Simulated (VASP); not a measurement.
# SrTe (Fm-3m) in VASP: dielectric tensor with PBE

Aim: the dielectric tensor of SrTe with PBE.

Everything below comes from runs of VASP 6.6.1. Logs are shortened: lines on timing, memory, paths and dates and some standing lists are left out, and cuts for length are marked.

### 1 The cell of the first run

The structure is cubic, space group Fm-3m (No. 225). Conventional cell: a = 6.705 Å, b = 6.705 Å, c = 6.705 Å, α = 90.00°, β = 90.00°, γ = 90.00°. Sr (site symmetry m-3m) has 6 Te at 3.35 Å within 4.4 Å. Within 4.4 Å of Te (site symmetry m-3m) lie 6 Sr at 3.35 Å.

### 2 Dielectric tensor, PBE

File INCAR:

```
  PREC = Accurate
  ENCUT = 400
  EDIFF = 1E-8
  ISMEAR = 0
  SIGMA = 0.01
  LREAL = False
  LASPH = True
  NELM = 120
  ALGO = Normal
  ISIF = 2
  LWAVE = False
  LCHARG = False
  GGA = PE
  LEPSILON = True
  GGA_COMPAT = False
```

File KPOINTS:

```
regular mesh
0
Gamma
  6 6 6
```

File POSCAR:

```
SrTe
1.0
    0.0000000000      3.3526569095      3.3526569095
    3.3526569095      0.0000000000      3.3526569095
    3.3526569095      3.3526569095      0.0000000000
Sr Te
1 1
Direct
    0.0000000000      0.0000000000      0.0000000000
    0.5000000000      0.5000000000      0.5000000000
```

Potentials or basis: VASP PAW PBE potentials, release 64 (Sr_sv, Te).

Command:

```
> cat potpaw_PBE.64/Sr_sv/POTCAR potpaw_PBE.64/Te/POTCAR > POTCAR
> mpirun -np 1 vasp_std > vasp.out
```

OUTCAR:

```text
PREC = Accurate
   ENCUT = 400
   EDIFF = 1E-8
   ISMEAR = 0
   LREAL = False
   LASPH = True
   NELM = 120
   ISIF = 2
   GGA = PE
   LEPSILON = True

 ion  position               nearest neighbor table
   1  0.000  0.000  0.000-   2 3.35   2 3.35   2 3.35   2 3.35   2 3.35   2 3.35
   2  0.500  0.500  0.500-   1 3.35   1 3.35   1 3.35   1 3.35   1 3.35   1 3.35

  LATTYP: Found a face centered cubic cell.
 ALAT       =     6.7053138190

  Lattice vectors:

 A1 = (   0.0000000000,   3.3526569095,   3.3526569095)
 A2 = (   3.3526569095,   0.0000000000,   3.3526569095)
 A3 = (   3.3526569095,   3.3526569095,   0.0000000000)

Analysis of symmetry for initial positions (statically):
=====================================================================
 Subroutine PRICEL returns:
 Original cell was already a primitive cell.

 Routine SETGRP: Setting up the symmetry group for a
 face centered cubic supercell.

 Subroutine GETGRP returns: Found 48 space group operations
 (whereof 48 operations were pure point group operations)
 out of a pool of 48 trial point group operations.

The static configuration has the point symmetry O_h .

Analysis of symmetry for dynamics (positions and initial velocities):
=====================================================================
 Subroutine PRICEL returns:
 Original cell was already a primitive cell.

 Routine SETGRP: Setting up the symmetry group for a
 face centered cubic supercell.

 Subroutine GETGRP returns: Found 48 space group operations
 (whereof 48 operations were pure point group operations)
 out of a pool of 48 trial point group operations.

The dynamic configuration has the point symmetry O_h .

 Subroutine INISYM returns: Found 48 space group operations
 (whereof 48 operations are pure point group operations),
 and found     1 'primitive' translations

----------------------------------------------------------------------------------------

                                     Primitive cell

  volume of cell :      75.3698

  direct lattice vectors                    reciprocal lattice vectors
     0.000000000  3.352656909  3.352656909    -0.149135451  0.149135451  0.149135451
     3.352656909  0.000000000  3.352656909     0.149135451 -0.149135451  0.149135451
     3.352656909  3.352656909  0.000000000     0.149135451  0.149135451 -0.149135451

  length of vectors
     4.741372871  4.741372871  4.741372871     0.258310178  0.258310178  0.258310178

  position of ions in fractional coordinates (direct lattice)
     0.000000000  0.000000000  0.000000000
     0.500000000  0.500000000  0.500000000

  ion indices of the primitive-cell ions
   primitive index   ion index
                 1           1
                 2           2

----------------------------------------------------------------------------------------

 KPOINTS: regular mesh

Automatic generation of k-mesh.
 Grid dimensions read from file:
 generate k-points for:    6    6    6

 Generating k-lattice:

  Cartesian coordinates                     Fractional coordinates (reciprocal lattice)
    -0.024855908  0.024855908  0.024855908     0.166666667  0.000000000  0.000000000
     0.024855908 -0.024855908  0.024855908     0.000000000  0.166666667  0.000000000
     0.024855908  0.024855908 -0.024855908     0.000000000  0.000000000  0.166666667

  Length of vectors
     0.043051696  0.043051696  0.043051696

  Shift w.r.t. Gamma in fractional coordinates (k-lattice)
     0.000000000  0.000000000  0.000000000

 Subroutine IBZKPT returns following result:
 ===========================================

 Found     16 irreducible k-points:

 Following reciprocal coordinates:
            Coordinates               Weight
[... 65 lines left out ...]
 non-spin polarized calculation
 Gauss-broadening in eV      SIGMA  =   0.01
  energy-cutoff  :      400.00
  volume of cell :       75.37
 maximum number of plane-waves:      1382
   NGX = 15   NGY = 15   NGZ = 15

--------------------------------------- Ionic step        1  -------------------------------------------

 number of electron      16.0000001 magnetization

 E-fermi :   2.7544     XC(G=0):  -8.4366

 val. band max:        2.7106284870   @ k =   0.0000   0.0000   0.0000
 cond. band min:       4.4556608947   @ k =   0.5000   0.5000   0.0000
 fundamental gap:      1.7450324077
 Fermi energy:         2.7544329349

 k-point     1 :       0.0000    0.0000    0.0000
  band No.  band energies     occupation
      1     -32.0231      2.00000
      2     -14.0077      2.00000
      3     -14.0077      2.00000
      4     -14.0077      2.00000
      5      -7.2071      2.00000
      6       2.7106      2.00000
      7       2.7106      2.00000
      8       2.7106      2.00000
      9       5.4737      0.00000
     10       5.9983      0.00000
     11       5.9983      0.00000
     12       5.9983      0.00000
[... 211 lines left out ...]
 k-point    16 :      -0.3333    0.5000    0.1667
  band No.  band energies     occupation
      1     -32.0179      2.00000
      2     -14.0742      2.00000
      3     -14.0510      2.00000
      4     -14.0448      2.00000
      5      -6.7044      2.00000
      6       0.9425      2.00000
      7       1.3947      2.00000
      8       1.4787      2.00000
      9       5.5949      0.00000
     10       7.0571      0.00000
     11       7.7052      0.00000
     12       8.3425      0.00000

  FORCE on cell =-STRESS in cart. coord.  units (eV):
  Direction    XX          YY          ZZ          XY          YZ          ZX
  --------------------------------------------------------------------------------------
  -------------------------------------------------------------------------------------
  Total        0.1271459      0.1271459      0.1271459      0.0000000     -0.0000000     -0.0000000
  in kB        2.7028106      2.7028106      2.7028106      0.0000000     -0.0000000     -0.0000000
  external PRESSURE =       2.7028106 kB  Pullay stress =       0.0000000 kB

 VOLUME and BASIS-vectors are now :
 -----------------------------------------------------------------------------
  energy-cutoff  :      400.00
  volume of cell :       75.37
      direct lattice vectors                 reciprocal lattice vectors
     0.000000000  3.352656909  3.352656909    -0.149135451  0.149135451  0.149135451
     3.352656909  0.000000000  3.352656909     0.149135451 -0.149135451  0.149135451
     3.352656909  3.352656909  0.000000000     0.149135451  0.149135451 -0.149135451

 POSITION                                       TOTAL-FORCE (eV/Angst)
 -----------------------------------------------------------------------------------
      0.00000      0.00000      0.00000        -0.000000      0.000000     -0.000000
      3.35266      3.35266      3.35266         0.000000     -0.000000      0.000000
 -----------------------------------------------------------------------------------
    total drift:                                0.000000     -0.000000     -0.000000

  FREE ENERGIE OF THE ION-ELECTRON SYSTEM (eV)
  ---------------------------------------------------
  free  energy   TOTEN  =        -8.2656428848 eV

  energy  without entropy=       -8.2656428848  energy(sigma->0) =       -8.26564288

 HEAD OF MICROSCOPIC STATIC DIELECTRIC TENSOR (INDEPENDENT PARTICLE, excluding Hartree and local field effects)
 ------------------------------------------------------
           6.599157    -0.000000     0.000000
          -0.000000     6.599157    -0.000000
           0.000000     0.000000     6.599157
 ------------------------------------------------------

 Free energy of the ion-electron system (eV)
  ---------------------------------------------------
  ---------------------------------------------------
  free energy    TOTEN  =        -1.20654750 eV

  energy without entropy =       -1.20654750

------------------------ aborting loop because EDIFF is reached ----------------------------------------

--------------------------------------- Ionic step        2  -------------------------------------------

------------------------ aborting loop because EDIFF is reached ----------------------------------------

--------------------------------------- Ionic step        3  -------------------------------------------

 Free energy of the ion-electron system (eV)
  ---------------------------------------------------
  ---------------------------------------------------
  free energy    TOTEN  =        -1.20654514 eV

  energy without entropy =       -1.20654514

------------------------ aborting loop because EDIFF is reached ----------------------------------------

 PIEZOELECTRIC TENSOR FIELD DIRECTION 3  (e Angst)
 -----------------------------------------------------------------------------
     0.00095  0.00000  0.00000           (  0.00001  0.00000  0.00000)
     0.00000  0.00095 -0.00000           (  0.00000  0.00001 -0.00000)
    -0.00000  0.00000 -0.00479           (  0.00000 -0.00000  0.00003)

 PIEZOELECTRIC TENSOR FIELD DIRECTION 3  (C/m^2)
 -----------------------------------------------------------------------------
     0.00020  0.00000  0.00000
     0.00000  0.00020 -0.00000
    -0.00000  0.00000 -0.00102

 MACROSCOPIC STATIC DIELECTRIC TENSOR (including local field effects in DFT)
 ------------------------------------------------------
           6.095964    -0.000000     0.000000
           0.000000     6.095964     0.000000
          -0.000000    -0.000000     6.095964
 ------------------------------------------------------

 PIEZOELECTRIC TENSOR (including local field effects)  for field in x, y, z        (e  Angst)
          XX          YY          ZZ          XY          YZ          ZX
  --------------------------------------------------------------------------------
  x     0.00000     0.00000     0.00000     0.00000     0.00000     0.00000
  y     0.00000     0.00000     0.00000     0.00000     0.00000     0.00000
  z     0.00000     0.00000     0.00000     0.00000     0.00000     0.00000

 PIEZOELECTRIC TENSOR (including local field effects)  for field in x, y, z        (C/m^2)
          XX          YY          ZZ          XY          YZ          ZX
  --------------------------------------------------------------------------------
  x     0.00000     0.00000     0.00000     0.00000     0.00000     0.00000
  y     0.00000     0.00000     0.00000     0.00000     0.00000     0.00000
  z     0.00000     0.00000     0.00000     0.00000     0.00000     0.00000

 BORN EFFECTIVE CHARGES (including local field effects) (in |e|, cummulative output)
 ---------------------------------------------------------------------------------
 ion    1
    1     2.44429     0.00000     0.00000
    2     0.00000     2.44429     0.00000
    3     0.00000     0.00000     2.44429
 ion    2
    1    -2.44429     0.00000     0.00000
    2     0.00000    -2.44429     0.00000
    3     0.00000     0.00000    -2.44429
```

It took 4 min on 1 thread of Intel Xeon 6975P-C, shared host; peak memory 0.23 GiB.

What came out:

| Item | Value |
| --- | --- |
| Band gap on the k mesh | 1.75 eV, indirect (least direct gap 2.47 eV) |
| Electronic dielectric tensor (diagonal) | 6.10 |
| Born charges (mean of the diagonal) | Sr +2.44; Te -2.44 e |

Electronic dielectric tensor:
```
6.10 0.00 0.00
0.00 6.10 0.00
0.00 0.00 6.10
```

Born effective charge tensors (e):
atom 1, Sr
```
2.44 0.00 0.00
0.00 2.44 0.00
0.00 0.00 2.44
```
atom 2, Te
```
-2.44  0.00  0.00
 0.00 -2.44  0.00
 0.00  0.00 -2.44
```

Caveat: spin-orbit coupling is left out, which moves the levels of the heavy elements. A k mesh can miss the band edges.
